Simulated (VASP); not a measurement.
# Ir (P6_3/mmc) in VASP: single point with r2SCAN

Aim: the single point of Ir with r2SCAN.

All numbers are computed with VASP 6.6.1; they aren't measurements. Logs are shortened: lines on timing, memory, paths and dates and some standing lists are left out, and cuts for length are marked.

## (1) The cell of the first run

It takes space group P6_3/mmc (No. 194, hexagonal). The conventional cell has a = 3.690 Å, b = 3.690 Å, c = 12.359 Å, α = 90.00°, β = 90.00°, γ = 120.00°. Ir (site symmetry 3m) has 4 Ir at 2.27 to 2.32 Å within 3.0 Å. Ir (site symmetry 3m) has 4 Ir at 2.27 to 2.32 Å within 3.0 Å.

This isn't the form of Ir at room conditions, which is fcc.

## (2) Single point, r2SCAN

The input, POSCAR:

```
Ir
1.0
    1.8449620300      3.1955650700      0.0000000000
   -1.8449620300      3.1955650700      0.0000000000
    0.0000000000      0.0000000000     12.3586401900
Ir
8
Direct
    0.0000000000      0.0000000000      0.4062000000
    0.0000000000      0.0000000000      0.9062000000
    0.0000000000      0.0000000000      0.0938000000
    0.0000000000      0.0000000000      0.5938000000
    0.3333300000      0.3333400000      0.3437000000
    0.6666700000      0.6666600000      0.8437000000
    0.3333300000      0.3333400000      0.1563000000
    0.6666700000      0.6666600000      0.6563000000
```

The input, INCAR.step1:

```
SYSTEM = Ir
PREC     = Accurate       ! precision mode
ENCUT    = 520            ! plane-wave cutoff, eV
ISMEAR   = -1             ! smearing method
SIGMA    = 0.0103         ! smearing width, eV
LREAL    = .FALSE.        ! projectors in reciprocal space
LASPH    = .TRUE.         ! aspherical terms in the spheres
NELM     = 60             ! most SCF steps
NBANDS   = 46             ! bands
GGA      = PE             ! functional
ALGO     = Normal         ! electronic algorithm
EDIFF    = 1E-4           ! SCF threshold, eV
LWAVE    = .TRUE.         ! write WAVECAR
LCHARG   = .FALSE.        ! write CHGCAR
```

The input, INCAR.step2:

```
SYSTEM = Ir
PREC     = Accurate       ! precision mode
ENCUT    = 520            ! plane-wave cutoff, eV
EDIFF    = 1E-6           ! SCF threshold, eV
ISMEAR   = -1             ! smearing method
SIGMA    = 0.0103         ! smearing width, eV
LREAL    = .FALSE.        ! projectors in reciprocal space
LASPH    = .TRUE.         ! aspherical terms in the spheres
NELM     = 60             ! most SCF steps
ALGO     = Normal         ! electronic algorithm
ISIF     = 2              ! what is computed and relaxed
LWAVE    = .FALSE.        ! write WAVECAR
LCHARG   = .FALSE.        ! write CHGCAR
METAGGA  = R2SCAN         ! meta-GGA
LMIXTAU  = .TRUE.       
NBANDS   = 46             ! bands
ISTART   = 1
```

The input, KPOINTS:

```
regular mesh
0
G
  8 8 2
  0 0 0
```

Potentials or basis: VASP PAW PBE potentials, release 64 (Ir).

Run with:

```console
$ cat potpaw_PBE.64/Ir/POTCAR > POTCAR
$ cp INCAR.step1 INCAR
$ mpirun -np 1 vasp_std > vasp.out
$ cp INCAR.step2 INCAR
$ mpirun -np 1 vasp_std > vasp.out
```

OUTCAR:

```text
SYSTEM = Ir
   PREC = Accurate
   ENCUT = 520
   EDIFF = 1E-6
   ISMEAR = -1
   LREAL = .FALSE.
   LASPH = .TRUE.
   NELM = 60
   ISIF = 2
   METAGGA = R2SCAN
   ISTART = 1

 ion  position               nearest neighbor table
   1  0.000  0.000  0.406-   5 2.27   5 2.27   5 2.27   4 2.32
   2  0.000  0.000  0.906-   6 2.27   6 2.27   6 2.27   3 2.32
   3  0.000  0.000  0.094-   7 2.27   7 2.27   7 2.27   2 2.32
   4  0.000  0.000  0.594-   8 2.27   8 2.27   8 2.27   1 2.32
   5  0.333  0.333  0.344-   1 2.27   1 2.27   1 2.27   7 2.32
   6  0.667  0.667  0.844-   2 2.27   2 2.27   2 2.27   8 2.32
   7  0.333  0.333  0.156-   3 2.27   3 2.27   3 2.27   5 2.32
   8  0.667  0.667  0.656-   4 2.27   4 2.27   4 2.27   6 2.32

  LATTYP: Found a hexagonal cell.
 ALAT       =     3.6899215451
 C/A-ratio  =     3.3492961948

  Lattice vectors:

 A1 = (   1.8449620300,  -3.1955650700,   0.0000000000)
 A2 = (   1.8449620300,   3.1955650700,   0.0000000000)
 A3 = (   0.0000000000,   0.0000000000,  12.3586401900)

Analysis of symmetry for initial positions (statically):
=====================================================================
 Subroutine PRICEL returns:
 Original cell was already a primitive cell.

 Routine SETGRP: Setting up the symmetry group for a
 hexagonal supercell.

 Subroutine GETGRP returns: Found  8 space group operations
 (whereof  4 operations were pure point group operations)
 out of a pool of 24 trial point group operations.

The static configuration has the point symmetry C_2h.
 The point group associated with its full space group is D_2h.

Analysis of symmetry for dynamics (positions and initial velocities):
=====================================================================
 Subroutine PRICEL returns:
 Original cell was already a primitive cell.

 Routine SETGRP: Setting up the symmetry group for a
 hexagonal supercell.

 Subroutine GETGRP returns: Found  8 space group operations
 (whereof  4 operations were pure point group operations)
 out of a pool of 24 trial point group operations.

The dynamic configuration has the point symmetry C_2h.
 The point group associated with its full space group is D_2h.

 Subroutine INISYM returns: Found  8 space group operations
 (whereof  4 operations are pure point group operations),
 and found     1 'primitive' translations

----------------------------------------------------------------------------------------

                                     Primitive cell

  volume of cell :     145.7256

  direct lattice vectors                    reciprocal lattice vectors
     1.844962030  3.195565070  0.000000000     0.271008287  0.156466850  0.000000000
    -1.844962030  3.195565070  0.000000000    -0.271008287  0.156466850  0.000000000
     0.000000000  0.000000000 12.358640190     0.000000000  0.000000000  0.080915051

  length of vectors
     3.689921545  3.689921545 12.358640190     0.312933486  0.312933486  0.080915051

  position of ions in fractional coordinates (direct lattice)
     0.000000000  0.000000000  0.406200000
     0.000000000  0.000000000  0.906200000
     0.000000000  0.000000000  0.093800000
     0.000000000  0.000000000  0.593800000
     0.333330000  0.333340000  0.343700000
     0.666670000  0.666660000  0.843700000
     0.333330000  0.333340000  0.156300000
     0.666670000  0.666660000  0.656300000

  ion indices of the primitive-cell ions
   primitive index   ion index
                 1           1
                 2           2
                 3           3
                 4           4
                 5           5
                 6           6
                 7           7
                 8           8

----------------------------------------------------------------------------------------

 KPOINTS: regular mesh

Automatic generation of k-mesh.
 Grid dimensions read from file:
 generate k-points for:    8    8    2

 Generating k-lattice:

  Cartesian coordinates                     Fractional coordinates (reciprocal lattice)
     0.033876036  0.019558356  0.000000000     0.125000000  0.000000000  0.000000000
    -0.033876036  0.019558356  0.000000000     0.000000000  0.125000000  0.000000000
     0.000000000  0.000000000  0.040457525     0.000000000  0.000000000  0.500000000

  Length of vectors
     0.039116686  0.039116686  0.040457525

  Shift w.r.t. Gamma in fractional coordinates (k-lattice)
     0.000000000  0.000000000  0.000000000

 Subroutine IBZKPT returns following result:
 ===========================================

 Found     42 irreducible k-points:

 Following reciprocal coordinates:
            Coordinates               Weight
  0.000000  0.000000  0.000000      1.000000
  0.125000  0.000000  0.000000      4.000000
  0.000000  0.125000  0.000000      2.000000
  0.250000  0.000000  0.000000      4.000000
  0.000000  0.250000  0.000000      2.000000
  0.375000 -0.000000  0.000000      4.000000
[... 16 lines left out ...]
  0.125000  0.000000  0.500000      4.000000
  0.000000  0.125000  0.500000      2.000000
 [... further k-points ...]
   k-points           NKPTS =     42   k-points in BZ     NKDIM =     42   number of bands    NBANDS=     46
   number of dos      NEDOS =    301   number of ions     NIONS =      8
   total plane-waves  NPLWV =  75264
   dimension x,y,z NGX =    28 NGY =   28 NGZ =   96
   dimension x,y,z NGXF=    56 NGYF=   56 NGZF=  192
   ions per type =               8
   NGX,Y,Z   is equivalent  to a cutoff of  12.62, 12.62, 12.91 a.u.
   NGXF,Y,Z  is equivalent  to a cutoff of  25.23, 25.23, 25.83 a.u.
 SYSTEM =  Ir
   PREC   = accura    normal or accurate (medium, high low for compatibility)
   ISTART =      1    job   : 0-new  1-cont  2-samecut
   ICHARG =      0    charge: 1-file 2-atom 10-const
   ISPIN  =      1    spin polarized calculation?
   LNONCOLLINEAR =      F non collinear calculations
   LSORBIT =      F    spin-orbit coupling
   LASPH  =      T    aspherical Exc in radial PAW
   ENCUT  =  520.0 eV  38.22 Ry    6.18 a.u.   6.86  6.86 22.98*2*pi/ulx,y,z
   NELM   =     60;   NELMIN=  2; NELMDL=  0     # of ELM steps
   EDIFF  = 0.1E-05   stopping-criterion for ELM
   LREAL  =      F    real-space projection
   EDIFFG = 0.1E-04   stopping-criterion for IOM
   NSW    =      0    number of steps for IOM
   IBRION =     -1    ionic relax: 0-MD 1-quasi-New 2-CG
   NFREE  =      0    steps in history (QN), initial steepest desc. (CG)
   ISIF   =      2    stress and relaxation
   ISYM   =      2    0-nonsym 1-usesym 2-fastsym
   POTIM  = 0.5000    time-step for ionic-motion
   TEBEG  =    0.0;   TEEND  =   0.0 temperature during run
   PSTRESS=    0.0 pullay stress
   NELECT =      72.0000    total number of electrons
   NUPDOWN=      -1.0000    fix difference up-down
   EMIN   =  10.00;   EMAX   =-10.00  energy-range for DOS
   EFERMI =   0.00;   METHOD = LEGACY
   ISMEAR =    -1;   SIGMA  =   0.01  broadening in eV -4-tet -1-fermi 0-gaus
   EFERMI_NEDOS =   21; number of points for ismear=-14 and -15
   IALGO  =     38    algorithm
   IMIX   =      4    mixing-type and parameters
     AMIX     =   0.40;   BMIX     =  1.00
     AMIX_MAG =   1.60;   BMIX_MAG =  1.00
  volume/ion in A,a.u.               =      18.22       122.93
  Fermi-wavevector in a.u.,A,eV,Ry     =   1.294217  2.445715 22.789723  1.674997
  Thomas-Fermi vector in A             =   2.425814
   LORBIT       =      0    0 simple, 1 ext, 2 COOP (PROOUT), +10 PAW based schemes
   METAGGA = R2SCAN    functional components
   LHFCALC =     F    Hartree Fock is set to
   AEXX    =    0.0000 exact exchange contribution
   IVDW    =     0    specifies the selected vdW correction
   LEPSILON=     F    determine dielectric tensor
   LRPA    =     F    only Hartree local field effects (RPA)
 non-spin polarized calculation
  energy-cutoff  :      520.00
  volume of cell :      145.73
 maximum number of plane-waves:      3964
   NGX = 13   NGY = 13   NGZ = 45

 number of electron      71.9999998 magnetization

 Free energy of the ion-electron system (eV)
  ---------------------------------------------------
  ext. energy  EPLUGINS =         0.00000000
  ---------------------------------------------------
  free energy    TOTEN  =      -407.92482933 eV

  energy without entropy =     -407.91935522  energy(sigma->0) =     -407.92209227

 E-fermi :   7.2298     XC(G=0): -13.0538

 val. band max:        7.2119143893   @ k =   0.2500   0.5000   0.0000
 cond. band min:       7.2354688667   @ k =   0.1250   0.2500   0.5000
 fundamental gap:      0.0235544774
 Fermi energy:         7.2298069353

 k-point     1 :       0.0000    0.0000    0.0000
  band No.  band energies     occupation
      1      -2.3679      2.00000
      2      -1.2210      2.00000
      3      -1.2177      2.00000
      4       0.1752      2.00000
      5       0.2813      2.00000
      6       0.2814      2.00000
[... 38 lines left out ...]
     45       9.2015      0.00000
     46      13.6092      0.00000

 k-point     2 :       0.1250    0.0000    0.0000
  band No.  band energies     occupation
      1      -2.0678      2.00000
      2      -0.9449      2.00000
      3      -0.9369      2.00000
      4      -0.1630      2.00000
      5       0.0477      2.00000
      6       0.2263      2.00000
[... 38 lines left out ...]
     45       9.2205      0.00000
     46      13.6157      0.00000

 k-point     3 :       0.0000    0.1250    0.0000
  band No.  band energies     occupation
      1      -2.0678      2.00000
      2      -0.9449      2.00000
      3      -0.9369      2.00000
      4      -0.1631      2.00000
      5       0.0477      2.00000
      6       0.2262      2.00000
[... 1018 lines left out ...]
     45      10.7538      0.00000
     46      10.7538      0.00000

 k-point    24 :       0.0000    0.1250    0.5000
  band No.  band energies     occupation
      1      -1.7535      2.00000
      2      -1.7535      2.00000
      3      -0.1068      2.00000
      4      -0.1068      2.00000
      5       0.0178      2.00000
      6       0.0178      2.00000
[... 38 lines left out ...]
     45      10.7538      0.00000
     46      10.7538      0.00000

 [... further k-points ...]

------------------------ aborting loop because EDIFF is reached ----------------------------------------

  FORCE on cell =-STRESS in cart. coord.  units (eV):
  Direction    XX          YY          ZZ          XY          YZ          ZX
  --------------------------------------------------------------------------------------
  -------------------------------------------------------------------------------------
  Total       40.9021398     40.8988201     32.6489619     -0.0028106     -0.0000000      0.0000000
  in kB      449.6978690    449.6613703    358.9584468     -0.0309010     -0.0000000      0.0000000
  external PRESSURE =     419.4392287 kB  Pullay stress =       0.0000000 kB

 VOLUME and BASIS-vectors are now :
 -----------------------------------------------------------------------------
  energy-cutoff  :      520.00
  volume of cell :      145.73
      direct lattice vectors                 reciprocal lattice vectors
     1.844962030  3.195565070  0.000000000     0.271008287  0.156466850  0.000000000
    -1.844962030  3.195565070  0.000000000    -0.271008287  0.156466850  0.000000000
     0.000000000  0.000000000 12.358640190     0.000000000  0.000000000  0.080915051

 POSITION                                       TOTAL-FORCE (eV/Angst)
 -----------------------------------------------------------------------------------
      0.00000      0.00000      5.02008        -0.000278      0.000160      1.082774
      0.00000      0.00000     11.19940         0.000278     -0.000160      1.082774
      0.00000      0.00000      1.15924        -0.000278      0.000160     -1.082774
      0.00000      0.00000      7.33856         0.000278     -0.000160     -1.082774
     -0.00002      2.13039      4.24766         0.000283     -0.000164     -0.738664
      0.00002      4.26074     10.42698        -0.000283      0.000164     -0.738664
     -0.00002      2.13039      1.93166         0.000283     -0.000164      0.738664
      0.00002      4.26074      8.11098        -0.000283      0.000164      0.738664
 -----------------------------------------------------------------------------------
    total drift:                               -0.000000      0.000000      0.000000

  FREE ENERGIE OF THE ION-ELECTRON SYSTEM (eV)
  ---------------------------------------------------
  free  energy   TOTEN  =      -407.9248293259 eV

  energy  without entropy=     -407.9193552153  energy(sigma->0) =     -407.92209227
```

Run time: 37 min. Hardware: 1 thread of AMD EPYC 7R13, shared host; peak memory 0.37 GiB.

Results:

| Property | Result |
| --- | --- |
| Free energy | -407.9248 eV |
| Pressure | 41.9 GPa |
| Largest force | 1.083 eV/Å |
| Band gap on the k mesh | zero (bands 36 and 37 overlap by 0.96 eV) |

Forces on the atoms (eV/Å):
```
Ir   0.000  0.000  1.083
Ir   0.000  0.000  1.083
Ir   0.000  0.000 -1.083
Ir   0.000  0.000 -1.083
Ir   0.000  0.000 -0.739
Ir   0.000  0.000 -0.739
Ir   0.000  0.000  0.739
Ir   0.000  0.000  0.739
```

Caveat: the stress differs along the axes, from 36 to 45 GPa; the PAW data sets were made with another functional, which shifts forces and pressure a little; spin-orbit coupling is left out, which moves the levels of the heavy elements.

The gap in the log of VASP goes by the Fermi energy; the results here count the filled bands.